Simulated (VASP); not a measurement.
The system is Ta.

```
Ta
1.0
    -1.54101    1.54101    1.54101
     1.54101   -1.54101    1.54101
     1.54101    1.54101   -1.54101
Ta
1
Direct
  0.00000 0.00000 0.00000
```

Base run:

| Item | Value |
| --- | --- |
| Program | VASP 6.6.1 |
| Functional | PBEsol |
| Potentials or basis | VASP PAW PBE potentials, release 64 (Ta_pv) |
| Cutoff | 500 eV |
| k mesh | 12 × 12 × 12 |
| Occupations | fermi-dirac, width 0.1 eV |
| Spin | no spin polarisation |

Its results: pressure 55.7 GPa.

Question: The run is repeated on the same cell with these changes: functional from PBEsol to LDA; potentials or basis from VASP PAW PBE potentials, release 64 (Ta_pv) to VASP PAW LDA potentials, release 64 (Ta_pv). What comes out?

Answer: Pressure 49.4 GPa.

Caveats: the PAW data sets were made with another functional, which shifts forces and pressure a little (some runs).
